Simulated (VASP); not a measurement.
Set up this calculation in VASP 6.6.1, as the native input.

```
Task                   : single point
Functional             : PBE
Potentials or basis    : VASP PAW PBE potentials, release 64 (In_d)
Cutoff                 : 520 eV
k mesh                 : 13 × 13 × 1
Occupations            : methfessel-paxton, width 0.05 eV
Spin                   : no spin polarisation
Dipole correction      : yes
Further INCAR settings : ALGO = Normal; EDIFF = 1e-07; NBANDS = 90
```

The structure of In lies in POSCAR:

```
In
1.0
    3.2509400000      0.0000000000      0.0000000000
    0.0000000000      3.2509400000      0.0000000000
    0.0000000000      0.0000000000     45.2107000000
In
12
Direct
    0.0000000000      0.0000000000      0.1990679198
    0.5000000000      0.5000000000      0.2537828434
    0.0000000000      0.0000000000      0.3084977671
    0.5000000000      0.5000000000      0.3632126908
    0.0000000000      0.0000000000      0.4179276145
    0.5000000000      0.5000000000      0.4726425382
    0.0000000000      0.0000000000      0.5273574618
    0.5000000000      0.5000000000      0.5820723855
    0.0000000000      0.0000000000      0.6367873092
    0.5000000000      0.5000000000      0.6915022329
    0.0000000000      0.0000000000      0.7462171566
    0.5000000000      0.5000000000      0.8009320802
```

These files were run (other wordings do the same):

INCAR

```
PREC = Accurate
ENCUT = 520
EDIFF = 1E-7
ISMEAR = 1
SIGMA = 0.05
LREAL = False
LASPH = True
NELM = 100
ALGO = Normal
ISIF = 2
LWAVE = False
LCHARG = True
LDIPOL = True
IDIPOL = 3
DIPOL = 0.5 0.5 0.500
GGA = PE
LELF = True
LVHAR = True
LVACPOTAV = True
NBANDS = 90
```

KPOINTS

```
regular mesh
0
Gamma
  13 13 1
```

Potentials or basis: VASP PAW PBE potentials, release 64 (In_d).

The run is started by

```bash
$ cat potpaw_PBE.64/In_d/POTCAR > POTCAR
$ mpirun -np 1 vasp_std > vasp.out
```

Results of the run:

The largest force is 0.094 eV/Å. The band gap on the k mesh is zero (bands 78 and 79 overlap by 4.39 eV).

Caveat: spin-orbit coupling is left out, which moves the levels of the heavy elements.

It took 48 min on 1 thread of AMD EPYC 9R45 96-Core Processor (Zen 5) (shared host), peak memory 0.95 GiB.
